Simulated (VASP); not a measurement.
A run of VASP 6.6.1 is set up as follows.

The input INCAR:

```
SYSTEM = Ni
ALGO = Normal
EDIFF = 1E-7
ENCUT = 520
GGA = RE
ISIF = 2
ISMEAR = -1
LASPH = .TRUE.
LCHARG = .TRUE.
LELF = .TRUE.
LREAL = .FALSE.
LVHAR = .TRUE.
LWAVE = .FALSE.
NBANDS = 28
NELM = 80
PREC = Accurate
SIGMA = 0.1
```

The input KPOINTS:

```
k-points
0
G
  16 16 5
  0 0 0
```

File POSCAR:

```
Ni
1.0
    2.5010789722      0.0000000000      0.0000000000
   -1.2505394861      2.1659979268      0.0000000000
    0.0000000000      0.0000000000      8.1945720621
Ni
4
Direct
    0.0000000000      0.0000000000      0.0000000000
    0.0000000000      0.0000000000      0.5000000000
    0.3333333333      0.6666666667      0.2500000000
    0.6666666667      0.3333333333      0.7500000000
```

Potentials or basis: VASP PAW PBE potentials, release 64 (Ni).

Run with:

```sh
$ cat potpaw_PBE.64/Ni/POTCAR > POTCAR
$ mpirun -np 1 vasp_std > vasp.out
```

(1) What does it give for the band gap on the k mesh?

(2) What does it give for the pressure?

Answers

(1) zero (bands 20 and 21 overlap by 0.55 eV).

(2) 0.2 GPa.

Caveat: the PAW data sets were made with another functional, which shifts forces and pressure a little; the run has no spin polarisation, though such a crystal can be magnetic.
